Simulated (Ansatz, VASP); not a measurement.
SiC: VASP beside Ansatz

```
CELL_PARAMETERS angstrom
0.00000 2.17900 2.17900
2.17900 0.00000 2.17900
2.17900 2.17900 0.00000
ATOMIC_POSITIONS crystal
Si 0.00000 0.00000 0.00000
C 0.75000 0.75000 0.75000
```

Alike in both runs: functional PBE exchange alone; k mesh 10 × 10 × 10; occupations fermi-dirac, width 0.05 eV; no spin polarisation.

```csv
,VASP,Ansatz
version,VASP 6.6.1,Ansatz 0.2.0
potentials or method,"VASP PAW PBE potentials, release 64 (Si, C)",Ansatz PAW
plane-wave cutoff (eV),600,420
valence electrons in the cell,8,8
task,single point,band structure
```

|  | VASP | Ansatz | Ansatz less VASP |
| --- | --- | --- | --- |
| gap on the k mesh at the Fermi level (eV) | 1.70 | 1.70 | -0.006 |
| least direct gap on the mesh (eV) | 4.84 | 4.82 | -0.012 |
| pressure (GPa) | 20.0 | 19.8 | -0.15 |

VASP's potentials were made for PBE, not for PBE exchange alone. With one functional, cell and mesh, what is left measures potentials, basis and numerics.
